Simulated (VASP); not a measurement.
# Li (Fmmm) in VASP: single point with PBE

Aim: the single point of Li with PBE.

All numbers are computed with VASP 6.6.1; they aren't measurements. Logs are shortened: lines on timing, memory, paths and dates and some standing lists are left out, and cuts for length are marked.

### 1 The cell of the first run

The typed cell holds 1 atom: a = 3.056 Å, b = 3.056 Å, c = 3.057 Å, α = 60.00°, β = 59.99°, γ = 60.01°.

The cell was built from a structure type or drawn by symmetry, and may not be a known phase.

### 2 Single point, PBE

File INCAR:

```
SYSTEM = Li
PREC = Accurate
ENCUT = 520
EDIFF = 1E-6
ISMEAR = 0
SIGMA = 0.1
LREAL = .FALSE.
LASPH = .TRUE.
NELM = 80
ALGO = Fast
ISIF = 2
LWAVE = .FALSE.
LCHARG = .TRUE.
GGA = PE
LELF = .TRUE.
LVHAR = .TRUE.
NBANDS = 8
```

File KPOINTS:

```
regular mesh
0
G
  22 22 22
  0 0 0
```

File POSCAR:

```
Li
1.0
    0.0000000000      2.1616240828      2.1607679895
    2.1610122527      0.0000000000      2.1607679895
    2.1610122527      2.1616240828      0.0000000000
Li
1
Direct
    0.5000000000      0.5000000000      0.5000000000
```

Potentials or basis: VASP PAW PBE potentials, release 64 (Li_sv).

Run with:

```sh
> cat potpaw_PBE.64/Li_sv/POTCAR > POTCAR
> mpirun -np 1 vasp_std > vasp.out
```

OUTCAR:

```text
SYSTEM = Li
   PREC = Accurate
   ENCUT = 520
   EDIFF = 1E-6
   ISMEAR = 0
   LREAL = .FALSE.
   LASPH = .TRUE.
   NELM = 80
   ISIF = 2
   GGA = PE

 ion  position               nearest neighbor table
   1  0.500  0.500  0.500-

  LATTYP: Found a face centered orthorhombic cell.
 ALAT       =     4.3215359790
 B/A-ratio  =     1.0001130446
 C/A-ratio  =     1.0003961986

  Lattice vectors:

 A1 = (   2.1610122527,   2.1616240828,   0.0000000000)
 A2 = (   0.0000000000,   2.1616240828,   2.1607679895)
 A3 = (   2.1610122527,   0.0000000000,   2.1607679895)

Analysis of symmetry for initial positions (statically):
=====================================================================
 Subroutine PRICEL returns:
 Original cell was already a primitive cell.

 Routine SETGRP: Setting up the symmetry group for a
 face centered orthorhombic supercell.

 Subroutine GETGRP returns: Found  8 space group operations
 (whereof  8 operations were pure point group operations)
 out of a pool of  8 trial point group operations.

The static configuration has the point symmetry D_2h.

Analysis of symmetry for dynamics (positions and initial velocities):
=====================================================================
 Subroutine PRICEL returns:
 Original cell was already a primitive cell.

 Routine SETGRP: Setting up the symmetry group for a
 face centered orthorhombic supercell.

 Subroutine GETGRP returns: Found  8 space group operations
 (whereof  8 operations were pure point group operations)
 out of a pool of  8 trial point group operations.

The dynamic configuration has the point symmetry D_2h.

 Subroutine INISYM returns: Found  8 space group operations
 (whereof  8 operations are pure point group operations),
 and found     1 'primitive' translations

----------------------------------------------------------------------------------------

                                     Primitive cell

  volume of cell :      20.1872

  direct lattice vectors                    reciprocal lattice vectors
     0.000000000  2.161624083  2.160767990    -0.231373052  0.231307564  0.231399207
     2.161012253  0.000000000  2.160767990     0.231373052 -0.231307564  0.231399207
     2.161012253  2.161624083  0.000000000     0.231373052  0.231307564 -0.231399207

  length of vectors
     3.056392805  3.055960121  3.056565496     0.400727178  0.400727178  0.400727178

  position of ions in fractional coordinates (direct lattice)
     0.500000000  0.500000000  0.500000000

  ion indices of the primitive-cell ions
   primitive index   ion index
                 1           1

----------------------------------------------------------------------------------------

 KPOINTS: regular mesh

Automatic generation of k-mesh.
 Grid dimensions read from file:
 generate k-points for:   22   22   22

 Generating k-lattice:

  Cartesian coordinates                     Fractional coordinates (reciprocal lattice)
    -0.010516957  0.010513980  0.010518146     0.045454545  0.000000000  0.000000000
     0.010516957 -0.010513980  0.010518146     0.000000000  0.045454545 -0.000000000
     0.010516957  0.010513980 -0.010518146     0.000000000 -0.000000000  0.045454545

  Length of vectors
     0.018214872  0.018214872  0.018214872

  Shift w.r.t. Gamma in fractional coordinates (k-lattice)
     0.000000000  0.000000000  0.000000000

 Subroutine IBZKPT returns following result:
 ===========================================

 Found   1530 irreducible k-points:

 Following reciprocal coordinates:
            Coordinates               Weight
  0.000000  0.000000  0.000000      1.000000
  0.045455 -0.000000 -0.000000      8.000000
  0.090909 -0.000000 -0.000000      8.000000
  0.136364 -0.000000  0.000000      8.000000
  0.181818 -0.000000 -0.000000      8.000000
  0.227273 -0.000000 -0.000000      8.000000
[... 16 lines left out ...]
  0.500000  0.045455 -0.000000      8.000000
 -0.454545  0.045455  0.000000      8.000000
 [... further k-points ...]
   k-points           NKPTS =   1530   k-points in BZ     NKDIM =   1530   number of bands    NBANDS=      8
   number of dos      NEDOS =    301   number of ions     NIONS =      1
   total plane-waves  NPLWV =  13824
   dimension x,y,z NGX =    24 NGY =   24 NGZ =   24
   dimension x,y,z NGXF=    48 NGYF=   48 NGZF=   48
   ions per type =               1
   NGX,Y,Z   is equivalent  to a cutoff of  13.05, 13.06, 13.05 a.u.
   NGXF,Y,Z  is equivalent  to a cutoff of  26.11, 26.11, 26.11 a.u.
 SYSTEM =  Li
   PREC   = accura    normal or accurate (medium, high low for compatibility)
   ISTART =      0    job   : 0-new  1-cont  2-samecut
   ICHARG =      2    charge: 1-file 2-atom 10-const
   ISPIN  =      1    spin polarized calculation?
   LNONCOLLINEAR =      F non collinear calculations
   LSORBIT =      F    spin-orbit coupling
   LASPH  =      T    aspherical Exc in radial PAW
   ENCUT  =  520.0 eV  38.22 Ry    6.18 a.u.   5.68  5.68  5.68*2*pi/ulx,y,z
   NELM   =     80;   NELMIN=  2; NELMDL= -5     # of ELM steps
   EDIFF  = 0.1E-05   stopping-criterion for ELM
   LREAL  =      F    real-space projection
   EDIFFG = 0.1E-04   stopping-criterion for IOM
   NSW    =      0    number of steps for IOM
   IBRION =     -1    ionic relax: 0-MD 1-quasi-New 2-CG
   NFREE  =      0    steps in history (QN), initial steepest desc. (CG)
   ISIF   =      2    stress and relaxation
   ISYM   =      2    0-nonsym 1-usesym 2-fastsym
   POTIM  = 0.5000    time-step for ionic-motion
   TEBEG  =    0.0;   TEEND  =   0.0 temperature during run
   PSTRESS=    0.0 pullay stress
   NELECT =       3.0000    total number of electrons
   NUPDOWN=      -1.0000    fix difference up-down
   EMIN   =  10.00;   EMAX   =-10.00  energy-range for DOS
   EFERMI =   0.00;   METHOD = LEGACY
   ISMEAR =     0;   SIGMA  =   0.10  broadening in eV -4-tet -1-fermi 0-gaus
   EFERMI_NEDOS =   21; number of points for ismear=-14 and -15
   IALGO  =     68    algorithm
   IMIX   =      4    mixing-type and parameters
     AMIX     =   0.40;   BMIX     =  1.00
     AMIX_MAG =   1.60;   BMIX_MAG =  1.00
  volume/ion in A,a.u.               =      20.19       136.23
  Fermi-wavevector in a.u.,A,eV,Ry     =   0.867142  1.638660 10.230693  0.751935
  Thomas-Fermi vector in A             =   1.985633
   LORBIT       =      0    0 simple, 1 ext, 2 COOP (PROOUT), +10 PAW based schemes
   GGA     = PE    functional components
   LHFCALC =     F    Hartree Fock is set to
   AEXX    =    0.0000 exact exchange contribution
   IVDW    =     0    specifies the selected vdW correction
   LEPSILON=     F    determine dielectric tensor
   LRPA    =     F    only Hartree local field effects (RPA)
 non-spin polarized calculation
 RMM-DIIS sequential band-by-band and
 Gauss-broadening in eV      SIGMA  =   0.10
  energy-cutoff  :      520.00
  volume of cell :       20.19
 maximum number of plane-waves:       556
   NGX = 11   NGY = 11   NGZ = 11

 number of electron       2.9999995 magnetization

 Free energy of the ion-electron system (eV)
  ---------------------------------------------------
  ext. energy  EPLUGINS =         0.00000000
  ---------------------------------------------------
  free energy    TOTEN  =        -1.90745534 eV

  energy without entropy =       -1.90498547  energy(sigma->0) =       -1.90622041

 E-fermi :   0.6517     XC(G=0):  -7.0545

 val. band max:        0.6488122646   @ k =  -0.2727   0.0000   0.2727
 cond. band min:       0.6692718480   @ k =  -0.3182   0.2273   0.0000
 fundamental gap:      0.0204595834
 Fermi energy:         0.6517175749

 k-point     1 :       0.0000    0.0000    0.0000
  band No.  band energies     occupation
      1     -45.8893      2.00000
      2      -2.9296      2.00000
      3      15.0282      0.00000
      4      15.0283      0.00000
      5      15.0286      0.00000
      6      18.9180      0.00000
      7      18.9189      0.00000
      8      18.9193      0.00000

 k-point     2 :       0.0455   -0.0000   -0.0000
  band No.  band energies     occupation
      1     -45.8889      2.00000
      2      -2.8925      2.00000
      3      14.5989      0.00000
      4      14.9386      0.00000
      5      14.9387      0.00000
      6      18.3899      0.00000
      7      19.0754      0.00000
      8      19.0760      0.00000

 k-point     3 :       0.0909   -0.0000   -0.0000
  band No.  band energies     occupation
      1     -45.8878      2.00000
      2      -2.7815      2.00000
      3      13.5113      0.00000
      4      14.7115      0.00000
      5      14.7121      0.00000
      6      18.1214      0.00000
      7      19.4825      0.00000
      8      19.4831      0.00000

 k-point     4 :       0.1364   -0.0000    0.0000
  band No.  band energies     occupation
      1     -45.8862      2.00000
      2      -2.5965      2.00000
      3      12.1423      0.00000
      4      14.4255      0.00000
      5      14.4268      0.00000
      6      18.1654      0.00000
      7      19.9540      0.00000
      8      19.9556      0.00000

 k-point     5 :       0.1818   -0.0000   -0.0000
  band No.  band energies     occupation
      1     -45.8841      2.00000
      2      -2.3380      2.00000
      3      10.7125      0.00000
      4      14.1393      0.00000
      5      14.1415      0.00000
      6      18.3517      0.00000
      7      20.0968      0.00000
      8      20.1023      0.00000
[... 177 lines left out ...]
 k-point    22 :       0.4545    0.0455   -0.0000
  band No.  band energies     occupation
      1     -45.8716      2.00000
      2       0.3018      2.00000
      3       4.1045      0.00000
      4      12.9572      0.00000
      5      13.3041      0.00000
      6      16.3301      0.00000
      7      17.8473      0.00000
      8      19.1114      0.00000

 k-point    23 :       0.5000    0.0455   -0.0000
  band No.  band energies     occupation
      1     -45.8710      2.00000
      2       0.6352      1.18458
      3       3.6236      0.00000
      4      13.0718      0.00000
      5      13.1178      0.00000
      6      16.3380      0.00000
      7      17.5786      0.00000
      8      19.0642      0.00000

 k-point    24 :      -0.4545    0.0455    0.0000
  band No.  band energies     occupation
      1     -45.8711      2.00000
      2       0.5601      1.80478
      3       3.7279      0.00000
      4      12.9626      0.00000
      5      13.2289      0.00000
      6      16.4781      0.00000
      7      17.4495      0.00000
      8      19.1237      0.00000

 [... further k-points ...]

------------------------ aborting loop because EDIFF is reached ----------------------------------------

  FORCE on cell =-STRESS in cart. coord.  units (eV):
  Direction    XX          YY          ZZ          XY          YZ          ZX
  --------------------------------------------------------------------------------------
  -------------------------------------------------------------------------------------
  Total       -0.0037644     -0.0039290     -0.0037073      0.0000000      0.0000000      0.0000000
  in kB       -0.2987692     -0.3118298     -0.2942353      0.0000000      0.0000000      0.0000000
  external PRESSURE =      -0.3016115 kB  Pullay stress =       0.0000000 kB

 VOLUME and BASIS-vectors are now :
 -----------------------------------------------------------------------------
  energy-cutoff  :      520.00
  volume of cell :       20.19
      direct lattice vectors                 reciprocal lattice vectors
     0.000000000  2.161624083  2.160767990    -0.231373052  0.231307564  0.231399207
     2.161012253  0.000000000  2.160767990     0.231373052 -0.231307564  0.231399207
     2.161012253  2.161624083  0.000000000     0.231373052  0.231307564 -0.231399207

 POSITION                                       TOTAL-FORCE (eV/Angst)
 -----------------------------------------------------------------------------------
      2.16101      2.16162      2.16077         0.000000     -0.000000      0.000000
 -----------------------------------------------------------------------------------
    total drift:                               -0.000000     -0.000000      0.000000

  FREE ENERGIE OF THE ION-ELECTRON SYSTEM (eV)
  ---------------------------------------------------
  free  energy   TOTEN  =        -1.9074553378 eV

  energy  without entropy=       -1.9049854744  energy(sigma->0) =       -1.90622041
```

It took 1.9 min on 1 thread of Intel Xeon Platinum 8259CL at 2.50GHz (Skylake/Cascade Lake), shared host; peak memory 0.29 GiB.

Results:

| Quantity | Value |
| --- | --- |
| Free energy | -1.9075 eV |
| Band gap on the k mesh | zero (an odd number of electrons rules out a gap without spin polarisation) |

Caveat: the cutoff is under 1.25 times the usual one of these potentials, so pressure, stress and relaxed cells hold a basis-set (Pulay) error.
